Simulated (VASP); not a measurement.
Here is a VASP 6.6.1 calculation.

INCAR

```
SYSTEM = Pd
ALGO = Normal ; EDIFF = 1E-7
ENCUT = 520 ; GGA = PE
ISIF = 2 ; ISMEAR = 0
LASPH = .TRUE. ; LCHARG = .FALSE.
LREAL = .FALSE. ; LWAVE = .FALSE.
NBANDS = 11 ; NELM = 80
PREC = Accurate ; SIGMA = 0.15
```

The input KPOINTS:

```
k-points
0
G
  20 20 20
  0 0 0
```

Contents of POSCAR:

```
Pd
1.0
    0.0000000000      1.8962775000      1.9935225000
    1.8962775000      0.0000000000      1.9935225000
    1.8962775000      1.8962775000      0.0000000000
Pd
1
Direct
    0.0000000000      0.0000000000      0.0000000000
```

Potentials or basis: VASP PAW PBE potentials, release 64 (Pd).

Launch:

```bash
$ cat potpaw_PBE.64/Pd/POTCAR > POTCAR
$ mpirun -np 1 vasp_std > vasp.out
```

Question: Estimate the pressure.

Answer: 13.3 GPa.

Question: What does it give for the band gap on the k mesh?

Answer: Zero (band 5 reaches 10.77 eV, above the bottom of band 6 at 8.92 eV).

Stress tensor (GPa, compression positive):
```
14.57  0.00  0.00
 0.00 14.57  0.00
 0.00  0.00 10.73
```

Caveat: the cell differs from its parent crystal (strain -0.025 along x and y, +0.025 along z).
